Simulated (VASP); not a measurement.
# Al (I4/mmm) in VASP: a series of runs

Runs on Al. Level: PBEsol+D3(BJ). Tasks: single point.

Everything below comes from runs of VASP 6.6.1. Logs are shortened: lines on timing, memory, paths and dates and some standing lists are left out, and cuts for length are marked.

## Step 1: The cell of the first run

The structure is tetragonal, space group I4/mmm (No. 139). The conventional cell has a = 2.819 Å, b = 2.819 Å, c = 4.109 Å, α = 90.00°, β = 90.00°, γ = 90.00°. Al (site symmetry 4/mmm) has 12 Al at 2.82 to 2.86 Å within 3.7 Å.

## Step 2: Single point, PBEsol+D3(BJ) (strain -0.015 along x and y, +0.015 along z)

INCAR

```
ALGO = Fast ; EDIFF = 1E-6
ENCUT = 520 ; GGA = PS
ISIF = 2 ; ISMEAR = 0
IVDW = 12 ; LASPH = True
LCHARG = False ; LREAL = False
LWAVE = False ; NBANDS = 8
NELM = 60 ; PREC = Accurate
SIGMA = 0.15
```

KPOINTS

```
k-points
0
Gamma
  20 20 20
```

POSCAR

```
Al
1.0
    0.0000000000      1.9936203000      2.0543397000
    1.9936203000      0.0000000000      2.0543397000
    1.9936203000      1.9936203000      0.0000000000
Al
1
Direct
    0.0000000000      0.0000000000      0.0000000000
```

Potentials or basis: VASP PAW PBE potentials, release 64 (Al).

Run with:

```
$ cat potpaw_PBE.64/Al/POTCAR > POTCAR
$ mpirun -np 1 vasp_std > vasp.out
```

OUTCAR:

```text
EDIFF = 1E-6
   ENCUT = 520
   GGA = PS
   ISIF = 2
   ISMEAR = 0
   IVDW = 12
   LASPH = True
   LREAL = False
   NELM = 60
   PREC = Accurate
 IVDW          = 12

 ion  position               nearest neighbor table
   1  0.000  0.000  0.000-

  LATTYP: Found a body centered tetragonal cell.
 ALAT       =     2.8194048665
 C/A-ratio  =     1.4572860567

  Lattice vectors:

 A1 = (  -1.9936203000,   0.0000000000,   2.0543397000)
 A2 = (   1.9936203000,   0.0000000000,   2.0543397000)
 A3 = (   0.0000000000,   1.9936203000,  -2.0543397000)

Analysis of symmetry for initial positions (statically):
=====================================================================
 Subroutine PRICEL returns:
 Original cell was already a primitive cell.

 Routine SETGRP: Setting up the symmetry group for a
 body centered tetragonal supercell.

 Subroutine GETGRP returns: Found 16 space group operations
 (whereof 16 operations were pure point group operations)
 out of a pool of 16 trial point group operations.

The static configuration has the point symmetry D_4h.

Analysis of symmetry for dynamics (positions and initial velocities):
=====================================================================
 Subroutine PRICEL returns:
 Original cell was already a primitive cell.

 Routine SETGRP: Setting up the symmetry group for a
 body centered tetragonal supercell.

 Subroutine GETGRP returns: Found 16 space group operations
 (whereof 16 operations were pure point group operations)
 out of a pool of 16 trial point group operations.

The dynamic configuration has the point symmetry D_4h.

 Subroutine INISYM returns: Found 16 space group operations
 (whereof 16 operations are pure point group operations),
 and found     1 'primitive' translations

----------------------------------------------------------------------------------------

                                     Primitive cell

  volume of cell :      16.3300

  direct lattice vectors                    reciprocal lattice vectors
     0.000000000  1.993620300  2.054339700    -0.250800014  0.250800014  0.243387206
     1.993620300  0.000000000  2.054339700     0.250800014 -0.250800014  0.243387206
     1.993620300  1.993620300  0.000000000     0.250800014  0.250800014 -0.243387206

  length of vectors
     2.862661961  2.862661961  2.819404866     0.430161163  0.430161163  0.430161163

  position of ions in fractional coordinates (direct lattice)
     0.000000000  0.000000000  0.000000000

  ion indices of the primitive-cell ions
   primitive index   ion index
                 1           1

----------------------------------------------------------------------------------------

 KPOINTS: k-points

Automatic generation of k-mesh.
 Grid dimensions read from file:
 generate k-points for:   20   20   20

 Generating k-lattice:

  Cartesian coordinates                     Fractional coordinates (reciprocal lattice)
    -0.012540001  0.012540001  0.012169360     0.050000000 -0.000000000  0.000000000
     0.012540001 -0.012540001  0.012169360    -0.000000000  0.050000000  0.000000000
     0.012540001  0.012540001 -0.012169360     0.000000000  0.000000000  0.050000000

  Length of vectors
     0.021508058  0.021508058  0.021508058

  Shift w.r.t. Gamma in fractional coordinates (k-lattice)
     0.000000000  0.000000000  0.000000000

 Subroutine IBZKPT returns following result:
 ===========================================

 Found    641 irreducible k-points:

 Following reciprocal coordinates:
            Coordinates               Weight
  0.000000  0.000000  0.000000      1.000000
  0.050000  0.000000  0.000000      8.000000
  0.100000  0.000000  0.000000      8.000000
  0.150000  0.000000  0.000000      8.000000
  0.200000  0.000000  0.000000      8.000000
  0.250000  0.000000  0.000000      8.000000
[... 16 lines left out ...]
 -0.400000  0.050000  0.000000      8.000000
 -0.350000  0.050000  0.000000      8.000000
 [... further k-points ...]
   k-points           NKPTS =    641   k-points in BZ     NKDIM =    641   number of bands    NBANDS=      8
   number of dos      NEDOS =    301   number of ions     NIONS =      1
   total plane-waves  NPLWV =  13824
   dimension x,y,z NGX =    24 NGY =   24 NGZ =   24
   dimension x,y,z NGXF=    48 NGYF=   48 NGZF=   48
   ions per type =               1
   NGX,Y,Z   is equivalent  to a cutoff of  13.94, 13.94, 14.15 a.u.
   NGXF,Y,Z  is equivalent  to a cutoff of  27.88, 27.88, 28.30 a.u.
 SYSTEM =  unknown system
   PREC   = accura    normal or accurate (medium, high low for compatibility)
   ISTART =      0    job   : 0-new  1-cont  2-samecut
   ICHARG =      2    charge: 1-file 2-atom 10-const
   ISPIN  =      1    spin polarized calculation?
   LNONCOLLINEAR =      F non collinear calculations
   LSORBIT =      F    spin-orbit coupling
   LASPH  =      T    aspherical Exc in radial PAW
   ENCUT  =  520.0 eV  38.22 Ry    6.18 a.u.   5.32  5.32  5.24*2*pi/ulx,y,z
   NELM   =     60;   NELMIN=  2; NELMDL= -5     # of ELM steps
   EDIFF  = 0.1E-05   stopping-criterion for ELM
   LREAL  =      F    real-space projection
   EDIFFG = 0.1E-04   stopping-criterion for IOM
   NSW    =      0    number of steps for IOM
   IBRION =     -1    ionic relax: 0-MD 1-quasi-New 2-CG
   NFREE  =      0    steps in history (QN), initial steepest desc. (CG)
   ISIF   =      2    stress and relaxation
   ISYM   =      2    0-nonsym 1-usesym 2-fastsym
   POTIM  = 0.5000    time-step for ionic-motion
   TEBEG  =    0.0;   TEEND  =   0.0 temperature during run
   PSTRESS=    0.0 pullay stress
   NELECT =       3.0000    total number of electrons
   NUPDOWN=      -1.0000    fix difference up-down
   EMIN   =  10.00;   EMAX   =-10.00  energy-range for DOS
   EFERMI =   0.00;   METHOD = LEGACY
   ISMEAR =     0;   SIGMA  =   0.15  broadening in eV -4-tet -1-fermi 0-gaus
   EFERMI_NEDOS =   21; number of points for ismear=-14 and -15
   IALGO  =     68    algorithm
   IMIX   =      4    mixing-type and parameters
     AMIX     =   0.40;   BMIX     =  1.00
     AMIX_MAG =   1.60;   BMIX_MAG =  1.00
  volume/ion in A,a.u.               =      16.33       110.20
  Fermi-wavevector in a.u.,A,eV,Ry     =   0.930650  1.758673 11.784124  0.866109
  Thomas-Fermi vector in A             =   2.057060
   LORBIT       =      0    0 simple, 1 ext, 2 COOP (PROOUT), +10 PAW based schemes
   GGA     = PS    functional components
   LHFCALC =     F    Hartree Fock is set to
   AEXX    =    0.0000 exact exchange contribution
   IVDW    =    12    specifies the selected vdW correction
   LEPSILON=     F    determine dielectric tensor
   LRPA    =     F    only Hartree local field effects (RPA)
 non-spin polarized calculation
 RMM-DIIS sequential band-by-band and
 Gauss-broadening in eV      SIGMA  =   0.15
  energy-cutoff  :      520.00
  volume of cell :       16.33
 maximum number of plane-waves:       452
 NGX is ok and might be reduce to    24
   NGX = 11   NGY = 11   NGZ = 11

 number of electron       3.0000000 magnetization

 Free energy of the ion-electron system (eV)
  ---------------------------------------------------
  ext. energy  EPLUGINS =         0.00000000
  ---------------------------------------------------
  free energy    TOTEN  =        -4.09247790 eV

  energy without entropy =       -4.08788747  energy(sigma->0) =       -4.09018268

 E-fermi :   8.0911     XC(G=0): -10.2948

 val. band max:        8.0880646447   @ k =  -0.4000  -0.0000   0.4000
 cond. band min:       8.1000477752   @ k =  -0.3000   0.1000   0.0500
 fundamental gap:      0.0119831306
 Fermi energy:         8.0911161837

 k-point     1 :       0.0000    0.0000    0.0000
  band No.  band energies     occupation
      1      -3.1436      2.00000
      2      20.5010      0.00000
      3      20.8316      0.00000
      4      20.8316      0.00000
      5      22.2558      0.00000
      6      22.2558      0.00000
      7      22.3446      0.00000
      8      24.6312      0.00000

 k-point     2 :       0.0500    0.0000    0.0000
  band No.  band energies     occupation
      1      -3.0751      2.00000
      2      19.4084      0.00000
      3      20.3703      0.00000
      4      20.5779      0.00000
      5      22.6190      0.00000
      6      22.6547      0.00000
      7      22.8276      0.00000
      8      25.3557      0.00000

 k-point     3 :       0.1000    0.0000    0.0000
  band No.  band energies     occupation
      1      -2.8700      2.00000
      2      17.4328      0.00000
      3      19.8884      0.00000
      4      20.1399      0.00000
      5      22.9264      0.00000
      6      23.3761      0.00000
      7      23.4137      0.00000
      8      25.6094      0.00000

 k-point     4 :       0.1500    0.0000    0.0000
  band No.  band energies     occupation
      1      -2.5287      2.00000
      2      15.4038      0.00000
      3      19.4391      0.00000
      4      19.7429      0.00000
      5      22.8041      0.00000
      6      23.8774      0.00000
      7      24.2176      0.00000
      8      25.1244      0.00000

 k-point     5 :       0.2000    0.0000    0.0000
  band No.  band energies     occupation
      1      -2.0524      2.00000
      2      13.4215      0.00000
      3      19.0746      0.00000
      4      19.4369      0.00000
      5      22.6414      0.00000
      6      23.2020      0.00000
      7      24.2534      0.00000
      8      25.8192      0.00000
[... 177 lines left out ...]
 k-point    22 :      -0.4500    0.0500    0.0000
  band No.  band energies     occupation
      1       2.7820      2.00000
      2       4.4763      2.00000
      3      17.3267      0.00000
      4      19.2356      0.00000
      5      20.2165      0.00000
      6      20.7404      0.00000
      7      23.8152      0.00000
      8      24.0421      0.00000

 k-point    23 :      -0.4000    0.0500    0.0000
  band No.  band energies     occupation
      1       1.6181      2.00000
      2       5.9135      2.00000
      3      17.1173      0.00000
      4      19.7886      0.00000
      5      20.4501      0.00000
      6      20.7414      0.00000
      7      23.4697      0.00000
      8      24.5900      0.00000

 k-point    24 :      -0.3500    0.0500    0.0000
  band No.  band energies     occupation
      1       0.5743      2.00000
      2       7.4692      2.00000
      3      17.0256      0.00000
      4      20.2702      0.00000
      5      20.4586      0.00000
      6      21.3744      0.00000
      7      23.2398      0.00000
      8      25.2387      0.00000

 [... further k-points ...]

------------------------ aborting loop because EDIFF is reached ----------------------------------------

 Edisp (eV)   -0.32079

 E8    (eV) :    -0.2160

  FORCE on cell =-STRESS in cart. coord.  units (eV):
  Direction    XX          YY          ZZ          XY          YZ          ZX
  --------------------------------------------------------------------------------------
  -------------------------------------------------------------------------------------
  Total      -0.34131    -0.34131    -0.50762     0.00000     0.00000     0.00000
  in kB     -33.48655   -33.48655   -49.80372     0.00000     0.00000     0.00000
  external pressure =      -38.93 kB  Pullay stress =        0.00 kB

 VOLUME and BASIS-vectors are now :
 -----------------------------------------------------------------------------
  energy-cutoff  :      520.00
  volume of cell :       16.33
      direct lattice vectors                 reciprocal lattice vectors
     0.000000000  1.993620300  2.054339700    -0.250800014  0.250800014  0.243387206
     1.993620300  0.000000000  2.054339700     0.250800014 -0.250800014  0.243387206
     1.993620300  1.993620300  0.000000000     0.250800014  0.250800014 -0.243387206

 POSITION                                       TOTAL-FORCE (eV/Angst)
 -----------------------------------------------------------------------------------
      0.00000      0.00000      0.00000         0.000000     -0.000000     -0.000000
 -----------------------------------------------------------------------------------
    total drift:                               -0.000000      0.000000      0.000000

  FREE ENERGIE OF THE ION-ELECTRON SYSTEM (eV)
  ---------------------------------------------------
  free  energy   TOTEN  =        -4.4132646223 eV

  energy  without entropy=       -4.4086741948  energy(sigma->0) =       -4.41096941
```

Wall time 97 s (1 thread of Intel Xeon 8259CL, shared host); peak memory 0.2 GiB.

Results:

```yaml
Free_energy: -4.4133 eV
Pressure: -3.9 GPa
Band_gap_on_the_k_mesh: zero (an odd number of electrons rules out a gap without spin polarisation)
Dispersion_energy_per_atom: -0.321 eV
```

Caveat: the cell differs from its parent crystal (strain -0.015 along x and y, +0.015 along z); the cell stands under tension; the PAW data sets were made with another functional, which shifts forces and pressure a little.

## Step 3: Single point, PBEsol+D3(BJ) (strain -0.015 along x and y, +0.030 along z)

INCAR

```
SYSTEM = Al
ALGO = Fast
EDIFF = 1E-6
ENCUT = 520
GGA = PS
ISIF = 2
ISMEAR = 0
IVDW = 12
LASPH = .TRUE.
LCHARG = .FALSE.
LREAL = .FALSE.
LWAVE = .FALSE.
NBANDS = 8
NELM = 60
PREC = Accurate
SIGMA = 0.15
```

KPOINTS

```
k-points
0
G
  20 20 20
  0 0 0
```

POSCAR

```
Al
1.0
    0.0000000000      1.9936203000      2.0846994000
    1.9936203000      0.0000000000      2.0846994000
    1.9936203000      1.9936203000      0.0000000000
Al
1
Direct
    0.0000000000      0.0000000000      0.0000000000
```

Potentials or basis: VASP PAW PBE potentials, release 64 (Al).

Run with:

```
$ cat potpaw_PBE.64/Al/POTCAR > POTCAR
$ mpirun -np 1 vasp_std > vasp.out
```

It took 76 s on 1 thread of Intel Xeon 8259CL, shared host; peak memory 0.2 GiB.

Results (log left out):

| Item | Value |
| --- | --- |
| Free energy | -4.4047 eV |
| Pressure | -4.9 GPa |
| Band gap on the k mesh | zero (an odd number of electrons rules out a gap without spin polarisation) |
| Dispersion energy per atom | -0.316 eV |

Stress tensor (GPa, compression positive):
```
-4.09  0.00  0.00
 0.00 -4.09  0.00
 0.00  0.00 -6.39
```

Levels at points of the mesh, in eV from the Fermi level:
```
           k point  band 1  band 2  band 3  band 4
(0.00, 0.00, 0.00)  -11.12   12.25   12.74   12.74
(0.50, 0.00, 0.00)   -4.59   -4.38   10.68   10.84
(0.50, 0.50, 0.00)   -3.34   -2.23    5.58    6.10
(0.50, 0.00, 0.50)   -2.71   -1.32    5.09    5.14
```

Caveat: the cell differs from its parent crystal (strain -0.015 along x and y, +0.030 along z); the cell stands under tension; the PAW data sets were made with another functional, which shifts forces and pressure a little.
